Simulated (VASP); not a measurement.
## BAs (zincblende type): electric field gradients with PBE

The system is BAs (zincblende type).

```
CELL_PARAMETERS angstrom
0.00000 2.42058 2.42058
2.42058 0.00000 2.42058
2.42058 2.42058 0.00000
ATOMIC_POSITIONS crystal
B 0.00000 0.00000 0.00000
As 0.25000 0.25000 0.25000
```

This cell differs from its parent crystal: volume scaled by 1.02.

- Program: VASP 6.6.1
- Task: electric field gradients
- Functional: PBE
- Potentials or basis: VASP PAW PBE potentials, release 64 (B, As)
- Cutoff: 520 eV
- k mesh: 15 × 15 × 15
- Occupations: fermi-dirac, width 0.08 eV
- Spin: no spin polarisation
- Dipole correction: no
- Further INCAR settings: ALGO = Normal; EDIFF = 1e-08; NBANDS = 11

| Property | Result |
| --- | --- |
| Pressure | -2.0 GPa |
| Band gap on the k mesh | 1.22 eV, indirect (least direct gap 3.23 eV) |

Levels at points of the mesh, in eV from the valence-band top:
```
           k point  band 1  band 2  band 3  band 4  band 5  band 6  band 7  band 8  band 9
(0.00, 0.00, 0.00)  -15.04    0.00    0.00    0.00    3.23    3.23    3.23    4.18    9.39
```

Wall time 70 s on 1 thread of Intel(R) Xeon(R) Platinum 8488C (Sapphire Rapids) (shared host), peak memory 0.18 GiB.

Caveat: without QUAD_EFG the Cq values of the log hold for a quadrupole moment of 1 mb, not for the nuclei. A k mesh can miss the band edges.
